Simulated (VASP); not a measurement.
Crystal: Lu.

```
Lu
1.0
     3.50310    0.00000    0.00000
    -1.75155    3.03377    0.00000
     0.00000    0.00000    5.55090
Lu
2
Direct
  0.66667 0.33333 0.75000
  0.33333 0.66667 0.25000
```

Base run:

- Program: VASP 6.6.1
- Functional: r2SCAN
- Potentials or basis: VASP PAW PBE potentials, release 64 (Lu)
- Cutoff: 520 eV
- k mesh: 9 × 9 × 5
- Occupations: fermi-dirac, width 0.05 eV
- Spin: no spin polarisation

Its results: band gap on the k mesh zero (band 25 reaches 3.02 eV, above the bottom of band 26 at 1.53 eV); pressure -0.3 GPa.

Problem. After a change of settings the same cell gave: band gap on the k mesh zero (band 25 reaches 2.97 eV, above the bottom of band 26 at 1.78 eV); pressure 2.0 GPa. Which change was it?
A. functional from r2SCAN to PBE; further incar settings from ALGO = Normal; EDIFF = 1e-07; NBANDS = 32 to ALGO = Normal; EDIFF = 1e-06; NBANDS = 32
B. further incar settings from ALGO = Normal; EDIFF = 1e-07; NBANDS = 32 to ALGO = Normal; EDIFF = 1e-06; NBANDS = 32
C. functional from r2SCAN to RPBE; k mesh from 9 × 9 × 5 to 5 × 5 × 3
D. functional from r2SCAN to LDA; further incar settings from ALGO = Normal; EDIFF = 1e-07; NBANDS = 32 to ALGO = Normal; EDIFF = 1e-06; NBANDS = 32

Solution. C.

Caveats: some runs use coarse meshes; the PAW data sets were made with another functional, which shifts forces and pressure a little; spin-orbit coupling is left out, which moves the levels of the heavy elements.
